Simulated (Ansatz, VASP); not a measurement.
## CaH in VASP and in Ansatz

```xyz
4
Lattice="3.7157 0.0000 0.0000 -1.8579 3.2179 0.0000 0.0000 0.0000 5.7979" Properties=species:S:1:pos:R:3 pbc="T T T"
Ca    0.0000    2.1453    4.3485
Ca    1.8579    1.0726    1.4495
H     0.0000    0.0000    0.0000
H     0.0000    0.0000    2.8990
```

Alike in both runs: functional PBE; k mesh 15 × 15 × 8; occupations gaussian, width 0.1 eV; no spin polarisation.

Ansatz relaxed the structure, and its values are those at the end. VASP's run is a single point on that final structure, the one shown.

|  | VASP | Ansatz |
| --- | --- | --- |
| version | VASP 6.6.1 | Ansatz 0.2.0 |
| potentials or method | VASP PAW PBE potentials, release 64 (Ca_sv, H), cutoff 520 eV | scalar-relativistic, plane waves, PAW |
| valence electrons in the cell | 22 | 22 |

```tsv
	VASP	Ansatz	Ansatz less VASP
gap on the k mesh at the Fermi level (eV)	none	none	-
pressure (GPa)	0.0	0.0	-0.04
```

A gap of «none» marks a metal or a gap that the smearing closes.
